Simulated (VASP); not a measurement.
# Sr3Cl4 (Pm-3m) in VASP: relaxation of cell and atoms with PBE

Aim: the relaxation of cell and atoms of Sr3Cl4 with PBE.

Everything below comes from runs of VASP 6.6.1. Logs are shortened: lines on timing, memory, paths and dates and some standing lists are left out, and cuts for length are marked.

## Step 1: The cell of the first run

It takes space group Pm-3m (No. 221, cubic). The conventional cell has a = 5.344 Å, b = 5.344 Å, c = 5.344 Å, α = 90.00°, β = 90.00°, γ = 90.00°. Within 3.5 Å of Sr (site symmetry 4/mmm) lie 6 Cl at 2.67 Å. Within 3.5 Å of Cl (site symmetry 4/mmm) lie 4 Sr at 2.67 Å. Within 3.5 Å of Cl (site symmetry m-3m) lie 6 Sr at 2.67 Å.

The cell was built from a structure type or drawn by symmetry, and may not be a known phase.

## Step 2: Relaxation of cell and atoms, PBE

Contents of INCAR:

```
PREC = Accurate
ENCUT = 600
EDIFF = 1E-6
ISMEAR = 0
SIGMA = 0.1
LREAL = F
LASPH = T
NELM = 60
ALGO = Normal
ISIF = 3
LWAVE = F
LCHARG = F
GGA = PE
IBRION = 2
NSW = 90
EDIFFG = -0.04
```

Contents of KPOINTS:

```
regular mesh
0
Gamma
  4 4 4
```

Contents of POSCAR:

```
Sr3Cl4
1.0
    5.3444407400      0.0000000000      0.0000000000
    0.0000000000      5.3444407400      0.0000000000
    0.0000000000      0.0000000000      5.3444407400
Sr Cl
3 4
Direct
    0.5000000000      0.0000000000      0.0000000000
    0.0000000000      0.5000000000      0.0000000000
    0.0000000000      0.0000000000      0.5000000000
    0.0000000000      0.5000000000      0.5000000000
    0.5000000000      0.0000000000      0.5000000000
    0.5000000000      0.5000000000      0.0000000000
    0.0000000000      0.0000000000      0.0000000000
```

Potentials or basis: VASP PAW PBE potentials, release 64 (Sr_sv, Cl).

Launch:

```bash
$ cat potpaw_PBE.64/Sr_sv/POTCAR potpaw_PBE.64/Cl/POTCAR > POTCAR
$ mpirun -np 1 vasp_std > vasp.out
```

OUTCAR:

```text
PREC = Accurate
   ENCUT = 600
   EDIFF = 1E-6
   ISMEAR = 0
   LREAL = F
   LASPH = T
   NELM = 60
   ISIF = 3
   GGA = PE
   IBRION = 2
   NSW = 90
   EDIFFG = -0.04

 ion  position               nearest neighbor table
   1  0.500  0.000  0.000-   5 2.67   6 2.67   7 2.67   5 2.67   6 2.67   7 2.67   3 3.78   2 3.78
                             2 3.78   2 3.78   3 3.78   3 3.78   3 3.78   2 3.78
   2  0.000  0.500  0.000-   4 2.67   6 2.67   7 2.67   4 2.67   7 2.67   6 2.67   3 3.78   1 3.78
                             3 3.78   1 3.78   3 3.78   1 3.78   3 3.78   1 3.78
   3  0.000  0.000  0.500-   4 2.67   5 2.67   7 2.67   7 2.67   4 2.67   5 2.67   2 3.78   2 3.78
                             2 3.78   1 3.78   2 3.78   1 3.78   1 3.78   1 3.78
   4  0.000  0.500  0.500-   2 2.67   3 2.67   2 2.67   3 2.67
   5  0.500  0.000  0.500-   1 2.67   3 2.67   1 2.67   3 2.67
   6  0.500  0.500  0.000-   1 2.67   2 2.67   1 2.67   2 2.67
   7  0.000  0.000  0.000-   1 2.67   2 2.67   3 2.67   3 2.67   2 2.67   1 2.67

  LATTYP: Found a simple cubic cell.
 ALAT       =     5.3444407400

  Lattice vectors:

 A1 = (   5.3444407400,   0.0000000000,   0.0000000000)
 A2 = (   0.0000000000,   5.3444407400,   0.0000000000)
 A3 = (   0.0000000000,   0.0000000000,   5.3444407400)

Analysis of symmetry for initial positions (statically):
=====================================================================
 Subroutine PRICEL returns:
 Original cell was already a primitive cell.

 Routine SETGRP: Setting up the symmetry group for a
 simple cubic supercell.

 Subroutine GETGRP returns: Found 48 space group operations
 (whereof 48 operations were pure point group operations)
 out of a pool of 48 trial point group operations.

The static configuration has the point symmetry O_h .

Analysis of symmetry for dynamics (positions and initial velocities):
=====================================================================
 Subroutine PRICEL returns:
 Original cell was already a primitive cell.

 Routine SETGRP: Setting up the symmetry group for a
 simple cubic supercell.

 Subroutine GETGRP returns: Found 48 space group operations
 (whereof 48 operations were pure point group operations)
 out of a pool of 48 trial point group operations.

The dynamic configuration has the point symmetry O_h .

 Subroutine INISYM returns: Found 48 space group operations
 (whereof 48 operations are pure point group operations),
 and found     1 'primitive' translations

----------------------------------------------------------------------------------------

                                     Primitive cell

  volume of cell :     152.6535

  direct lattice vectors                    reciprocal lattice vectors
     5.344440740  0.000000000  0.000000000     0.187110317  0.000000000  0.000000000
     0.000000000  5.344440740  0.000000000     0.000000000  0.187110317  0.000000000
     0.000000000  0.000000000  5.344440740     0.000000000  0.000000000  0.187110317

  length of vectors
     5.344440740  5.344440740  5.344440740     0.187110317  0.187110317  0.187110317

  position of ions in fractional coordinates (direct lattice)
     0.500000000  0.000000000  0.000000000
     0.000000000  0.500000000  0.000000000
     0.000000000  0.000000000  0.500000000
     0.000000000  0.500000000  0.500000000
     0.500000000  0.000000000  0.500000000
     0.500000000  0.500000000  0.000000000
     0.000000000  0.000000000  0.000000000

  ion indices of the primitive-cell ions
   primitive index   ion index
                 1           1
                 2           2
                 3           3
                 4           4
                 5           5
                 6           6
                 7           7

----------------------------------------------------------------------------------------

 KPOINTS: regular mesh

Automatic generation of k-mesh.
 Grid dimensions read from file:
 generate k-points for:    4    4    4

 Generating k-lattice:

  Cartesian coordinates                     Fractional coordinates (reciprocal lattice)
     0.046777579  0.000000000  0.000000000     0.250000000  0.000000000  0.000000000
     0.000000000  0.046777579  0.000000000     0.000000000  0.250000000  0.000000000
     0.000000000  0.000000000  0.046777579     0.000000000  0.000000000  0.250000000

  Length of vectors
     0.046777579  0.046777579  0.046777579

  Shift w.r.t. Gamma in fractional coordinates (k-lattice)
     0.000000000  0.000000000  0.000000000

 Subroutine IBZKPT returns following result:
 ===========================================

 Found     10 irreducible k-points:

 Following reciprocal coordinates:
            Coordinates               Weight
  0.000000  0.000000  0.000000      1.000000
  0.250000  0.000000  0.000000      6.000000
  0.500000  0.000000  0.000000      3.000000
  0.250000  0.250000  0.000000     12.000000
  0.500000  0.250000  0.000000     12.000000
  0.500000  0.500000  0.000000      3.000000
  0.250000  0.250000  0.250000      8.000000
  0.500000  0.250000  0.250000     12.000000
  0.500000  0.500000  0.250000      6.000000
  0.500000  0.500000  0.500000      1.000000
   k-points           NKPTS =     10   k-points in BZ     NKDIM =     10   number of bands    NBANDS=     34
   number of dos      NEDOS =    301   number of ions     NIONS =      7
   total plane-waves  NPLWV = 110592
   dimension x,y,z NGX =    48 NGY =   48 NGZ =   48
   dimension x,y,z NGXF=    96 NGYF=   96 NGZF=   96
   ions per type =               3   4
   NGX,Y,Z   is equivalent  to a cutoff of  14.93, 14.93, 14.93 a.u.
   NGXF,Y,Z  is equivalent  to a cutoff of  29.86, 29.86, 29.86 a.u.
 SYSTEM =  unknown system
   PREC   = accura    normal or accurate (medium, high low for compatibility)
   ISTART =      0    job   : 0-new  1-cont  2-samecut
   ICHARG =      2    charge: 1-file 2-atom 10-const
   ISPIN  =      1    spin polarized calculation?
   LNONCOLLINEAR =      F non collinear calculations
   LSORBIT =      F    spin-orbit coupling
   LASPH  =      T    aspherical Exc in radial PAW
   ENCUT  =  600.0 eV  44.10 Ry    6.64 a.u.  10.67 10.67 10.67*2*pi/ulx,y,z
   NELM   =     60;   NELMIN=  2; NELMDL= -5     # of ELM steps
   EDIFF  = 0.1E-05   stopping-criterion for ELM
   LREAL  =      F    real-space projection
   EDIFFG = -.4E-01   stopping-criterion for IOM
   NSW    =     90    number of steps for IOM
   IBRION =      2    ionic relax: 0-MD 1-quasi-New 2-CG
   NFREE  =      1    steps in history (QN), initial steepest desc. (CG)
   ISIF   =      3    stress and relaxation
   ISYM   =      2    0-nonsym 1-usesym 2-fastsym
   POTIM  = 0.5000    time-step for ionic-motion
   TEBEG  =    0.0;   TEEND  =   0.0 temperature during run
   PSTRESS=    0.0 pullay stress
   NELECT =      58.0000    total number of electrons
   NUPDOWN=      -1.0000    fix difference up-down
   EMIN   =  10.00;   EMAX   =-10.00  energy-range for DOS
   EFERMI =   0.00;   METHOD = LEGACY
   ISMEAR =     0;   SIGMA  =   0.10  broadening in eV -4-tet -1-fermi 0-gaus
   EFERMI_NEDOS =   21; number of points for ismear=-14 and -15
   IALGO  =     38    algorithm
   IMIX   =      4    mixing-type and parameters
     AMIX     =   0.40;   BMIX     =  1.00
     AMIX_MAG =   1.60;   BMIX_MAG =  1.00
  volume/ion in A,a.u.               =      21.81       147.17
  Fermi-wavevector in a.u.,A,eV,Ry     =   1.185719  2.240685 19.128843  1.405930
  Thomas-Fermi vector in A             =   2.321907
   LORBIT       =      0    0 simple, 1 ext, 2 COOP (PROOUT), +10 PAW based schemes
   GGA     = PE    functional components
   LHFCALC =     F    Hartree Fock is set to
   AEXX    =    0.0000 exact exchange contribution
   IVDW    =     0    specifies the selected vdW correction
   LEPSILON=     F    determine dielectric tensor
   LRPA    =     F    only Hartree local field effects (RPA)
 conjugate gradient relaxation of ions
 non-spin polarized calculation
 Gauss-broadening in eV      SIGMA  =   0.10
  energy-cutoff  :      600.00
  volume of cell :      152.65
 maximum number of plane-waves:      5112
 NGX is ok and might be reduce to    48
   NGX = 21   NGY = 21   NGZ = 21

--------------------------------------- Ionic step        1  -------------------------------------------

 number of electron      58.0000006 magnetization

 Free energy of the ion-electron system (eV)
  ---------------------------------------------------
  ext. energy  EPLUGINS =         0.00000000
  ---------------------------------------------------
  free energy    TOTEN  =       -22.67108635 eV

  energy without entropy =      -22.65894479  energy(sigma->0) =      -22.66501557

 E-fermi :   6.7815     XC(G=0):  -9.6989

 val. band max:        6.4157315193   @ k =   0.5000   0.2500   0.0000
 cond. band min:       6.8290129515   @ k =   0.2500   0.2500   0.0000
 fundamental gap:      0.4132814322
 Fermi energy:         6.7815024481

 k-point     1 :       0.0000    0.0000    0.0000
  band No.  band energies     occupation
      1     -29.5506      2.00000
      2     -29.4407      2.00000
      3     -29.4407      2.00000
      4     -12.7954      2.00000
      5     -12.2783      2.00000
      6     -12.2783      2.00000
[... 463 lines left out ...]
 POSITION                                       TOTAL-FORCE (eV/Angst)
 -----------------------------------------------------------------------------------
      2.96777      0.00000     -0.00000         0.000000      0.000000      0.000000
      0.00000      2.96777     -0.00000         0.000000      0.000000      0.000000
      0.00000     -0.00000      2.96777         0.000000      0.000000      0.000000
      0.00000      2.96777      2.96777        -0.000000      0.000000      0.000000
      2.96777     -0.00000      2.96777        -0.000000      0.000000      0.000000
      2.96777      2.96777     -0.00000         0.000000     -0.000000      0.000000
      0.00000      0.00000      0.00000        -0.000000      0.000000      0.000000
 -----------------------------------------------------------------------------------
    total drift:                                0.000000      0.000000      0.000000

  FREE ENERGIE OF THE ION-ELECTRON SYSTEM (eV)
  ---------------------------------------------------
  free  energy   TOTEN  =       -25.3913031848 eV

  energy  without entropy=      -25.3803524634  energy(sigma->0) =      -25.38582782

--------------------------------------- Ionic step        4  -------------------------------------------

 number of electron      57.9999990 magnetization

 Free energy of the ion-electron system (eV)
  ---------------------------------------------------
  ext. energy  EPLUGINS =         0.00000000
  ---------------------------------------------------
  free energy    TOTEN  =       -25.39163041 eV

  energy without entropy =      -25.37992509  energy(sigma->0) =      -25.38577775

 E-fermi :   4.6550     XC(G=0):  -8.2705

 val. band max:        4.5989335881   @ k =   0.5000   0.2500   0.0000
 cond. band min:       4.8159756141   @ k =   0.2500   0.2500   0.2500
 fundamental gap:      0.2170420260
 Fermi energy:         4.6549875414

 k-point     1 :       0.0000    0.0000    0.0000
  band No.  band energies     occupation
      1     -32.5809      2.00000
      2     -32.5595      2.00000
      3     -32.5595      2.00000
      4     -14.7750      2.00000
      5     -14.7750      2.00000
      6     -14.7750      2.00000
[... 381 lines left out ...]
 POSITION                                       TOTAL-FORCE (eV/Angst)
 -----------------------------------------------------------------------------------
      2.98037      0.00000     -0.00000        -0.000000     -0.000000      0.000000
      0.00000      2.98037     -0.00000        -0.000000      0.000000      0.000000
      0.00000     -0.00000      2.98037        -0.000000     -0.000000      0.000000
      0.00000      2.98037      2.98037        -0.000000      0.000000      0.000000
      2.98037     -0.00000      2.98037        -0.000000      0.000000      0.000000
      2.98037      2.98037     -0.00000         0.000000     -0.000000      0.000000
      0.00000      0.00000      0.00000        -0.000000      0.000000      0.000000
 -----------------------------------------------------------------------------------
    total drift:                                0.000000      0.000000      0.000000

  FREE ENERGIE OF THE ION-ELECTRON SYSTEM (eV)
  ---------------------------------------------------
  free  energy   TOTEN  =       -25.3916304092 eV

  energy  without entropy=      -25.3799250852  energy(sigma->0) =      -25.38577775

 reached required accuracy - stopping structural energy minimisation
```

It took 1.7 min on 1 thread of Intel Xeon 6975P-C (Granite Rapids), shared host; peak memory 0.35 GiB.

Results:

* Free energy: -25.3916 eV
* Relaxed volume: 30.26 Å³/atom
* Relaxed cell: a = 5.961 Å, b = 5.961 Å, c = 5.961 Å, α = 90.00°, β = 90.00°, γ = 90.00°
* Space group after relaxing (to 0.1 Å): Pm-3m (No. 221)
* Energy gained by relaxing: 388.6 meV/atom
* Ionic steps: 4
* Pressure after relaxing: -0.2 GPa
* Band gap on the k mesh: zero (bands 29 and 30 overlap by 2.33 eV)

Step by step:
```
step  energy change (eV)  largest force (eV/Å)  pressure (GPa)  volume (Å³)
   1              0.0000                0.0000           21.18       152.65
   2             -2.6500                0.0000           -1.11       225.62
   3             -2.7202                0.0000            0.24       209.11
   4             -2.7205                0.0000           -0.19       211.79
```

Final structure:
```yaml
crystal:
  lattice:
    - [5.96075, 0.00000, 0.00000]
    - [0.00000, 5.96075, 0.00000]
    - [0.00000, 0.00000, 5.96075]
  atoms:
    - { symbol: Sr, position: [0.50000, 0.00000, 0.00000] }
    - { symbol: Sr, position: [0.00000, 0.50000, 0.00000] }
    - { symbol: Sr, position: [0.00000, 0.00000, 0.50000] }
    - { symbol: Cl, position: [0.00000, 0.50000, 0.50000] }
    - { symbol: Cl, position: [0.50000, 0.00000, 0.50000] }
    - { symbol: Cl, position: [0.50000, 0.50000, 0.00000] }
    - { symbol: Cl, position: [0.00000, 0.00000, 0.00000] }
```

Levels at points of the mesh, in eV from the Fermi level:
| k point | band 24 | band 25 | band 26 | band 27 | band 28 | band 29 | band 30 | band 31 | band 32 | band 33 |
| --- | --- | --- | --- | --- | --- | --- | --- | --- | --- | --- |
| (0.00, 0.00, 0.00) | -6.03 | -6.03 | -5.55 | -5.55 | -5.55 | -0.83 | -0.83 | -0.83 | -0.83 | 1.69 |
| (0.50, 0.00, 0.00) | -6.07 | -6.07 | -5.78 | -5.67 | -5.67 | -0.58 | 0.32 | 0.96 | 0.96 | 1.16 |
| (0.50, 0.50, 0.00) | -6.24 | -6.18 | -6.18 | -5.87 | -5.37 | 0.95 | 1.29 | 1.29 | 1.34 | 1.51 |
| (0.50, 0.50, 0.50) | -6.52 | -6.52 | -6.52 | -5.42 | -5.42 | 1.50 | 1.86 | 1.86 | 1.86 | 1.98 |

Caveat: the volume moved by over 15 % at a fixed basis, so the end points are rough.
